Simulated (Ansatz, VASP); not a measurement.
## One calculation of Be2Tl, two programs

INCAR

```
PREC     = Accurate       # precision mode
ENCUT    = 600            # plane-wave cutoff, eV
EDIFF    = 1E-6           # SCF threshold, eV
ISMEAR   = 0              # smearing method
SIGMA    = 0.1            # smearing width, eV
LREAL    = False          # projectors in reciprocal space
LASPH    = True           # aspherical terms in the spheres
NELM     = 100            # most SCF steps
ALGO     = Normal         # electronic algorithm
ISIF     = 3              # what is computed and relaxed
LWAVE    = False          # write WAVECAR
LCHARG   = False          # write CHGCAR
GGA      = PE             # functional
IBRION   = 2              # ionic algorithm
NSW      = 90             # ionic steps
EDIFFG   = -0.04          # ionic threshold
```

The input KPOINTS:

```
regular mesh
0
Gamma
  6 6 6
```

The input POSCAR:

```
Be2Tl
1.0
   -2.1763634869      2.1763634869      4.9865879456
    2.1763634869     -2.1763634869      4.9865879456
    2.1763634869      2.1763634869     -4.9865879456
Be Tl
4 2
Direct
    0.6750987118      0.1750987118      0.8501974236
    0.1750987118      0.3249012882      0.5000000000
    0.3249012882      0.8249012882      0.1498025764
    0.8249012882      0.6750987118      0.5000000000
    0.2500000000      0.2500000000      0.0000000000
    0.7500000000      0.7500000000      0.0000000000
```

Input for Ansatz:

```yaml
crystal:
  lattice:
    - [-2.1763634869, 2.1763634869, 4.9865879456]
    - [2.1763634869, -2.1763634869, 4.9865879456]
    - [2.1763634869, 2.1763634869, -4.9865879456]
  atoms:
    - { symbol: Be, position: [0.6750987118, 0.1750987118, 0.8501974236] }
    - { symbol: Be, position: [0.1750987118, 0.3249012882, 0.5] }
    - { symbol: Be, position: [0.3249012882, 0.8249012882, 0.1498025764] }
    - { symbol: Be, position: [0.8249012882, 0.6750987118, 0.5] }
    - { symbol: Tl, position: [0.25, 0.25, 0.0] }
    - { symbol: Tl, position: [0.75, 0.75, 0.0] }
basis:
  ecutwfc: 420
kpoints:
  mp_grid: { grid: [6, 6, 6] }
hamiltonian:
  xc: pbe
scf:
  occupations: { method: gaussian, width: 0.1 }
  lower_state_search: "off"
output:
  forces: true
  stress: true
  eigenvalues: true
relax:
  adjacent_minimum: "off"
  f_tol: 0.04
  max_steps: 70
  cell: { stress_tol: 0.4 }
```

Alike in both runs: task relaxation of cell and atoms; functional PBE; k mesh 6 × 6 × 6; occupations gaussian, width 0.1 eV; no spin polarisation.

```csv
,VASP,Ansatz
version,VASP 6.6.1,Ansatz 0.2.0
potentials or method,"VASP PAW PBE potentials, release 64 (Be, Tl_d), cutoff 600 eV","scalar-relativistic, plane waves, PAW"
valence electrons in the cell,34,34
```

```tsv
	VASP	Ansatz	Ansatz less VASP
gap on the k mesh at the Fermi level, each at its own relaxed structure (eV)	none	none	-
relaxed volume (Å³/atom)	15.75	15.70	-0.044
relaxed cell length with the largest relative difference (Å)	5.860	5.864	+0.0037
```

A gap of «none» marks a metal or a gap that the smearing closes.

Spin-orbit coupling is off throughout. Noted on VASP's run: the relaxation stopped at its first step, so nothing moved.
